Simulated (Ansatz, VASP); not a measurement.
## One calculation of ZnS, two programs

```xyz
2
Lattice="0.0000 2.6945 2.6945 2.6945 0.0000 2.6945 2.6945 2.6945 0.0000" Properties=species:S:1:pos:R:3 pbc="T T T"
Zn    4.0418    4.0418    4.0418
S     0.0000    0.0000    0.0000
```

Alike in both runs: task single point; functional r2SCAN; k mesh 8 × 8 × 8; no spin polarisation.

|  | VASP | Ansatz |
| --- | --- | --- |
| version | VASP 6.6.1 | Ansatz 0.2.0 |
| potentials or method | VASP PAW PBE potentials, release 64 (Zn, S) | PAW with Ansatz's default frozen-core files, scalar-relativistic |
| plane-wave cutoff (eV) | 520 | 500 |
| occupations | gaussian, width 0.01 eV | fixed |
| valence electrons in the cell | 18 | 18 |

```tsv
	VASP	Ansatz	Ansatz less VASP
gap on the k mesh at the Fermi level (eV)	2.71	2.70	-0.010
```

VASP's potentials were made for PBE, not for r2SCAN.
